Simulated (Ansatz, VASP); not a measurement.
# Two plane-wave programs on SiMo3

```xyz
8
Lattice="4.8890 0.0000 0.0000 0.0000 4.8890 0.0000 0.0000 0.0000 4.8890" Properties=species:S:1:pos:R:3 pbc="T T T"
Si    0.0000    0.0000    0.0000
Si    2.4445    2.4445    2.4445
Mo    1.2222    0.0000    2.4445
Mo    2.4445    3.6667    0.0000
Mo    3.6667    0.0000    2.4445
Mo    2.4445    1.2222    0.0000
Mo    0.0000    2.4445    3.6667
Mo    0.0000    2.4445    1.2222
```

Alike in both runs: task relaxation of cell and atoms; functional PBE; k mesh 8 × 8 × 8; occupations gaussian, width 0.1 eV; no spin polarisation.

|  | VASP | Ansatz |
| --- | --- | --- |
| version | VASP 6.6.1 | Ansatz 0.2.0 |
| potentials or method | VASP PAW PBE potentials, release 64 (Si, Mo_sv), cutoff 600 eV | scalar-relativistic, plane waves, PAW |
| valence electrons in the cell | 92 | 92 |

|  | VASP | Ansatz | Ansatz less VASP |
| --- | --- | --- | --- |
| gap on the k mesh at the Fermi level, each at its own relaxed structure (eV) | none | none | - |
| relaxed volume (Å³/atom) | 14.79 | 14.76 | -0.025 |
| relaxed cell length with the largest relative difference (Å) | 4.909 | 4.906 | -0.0028 |

A gap of «none» marks a metal or a gap that the smearing closes.
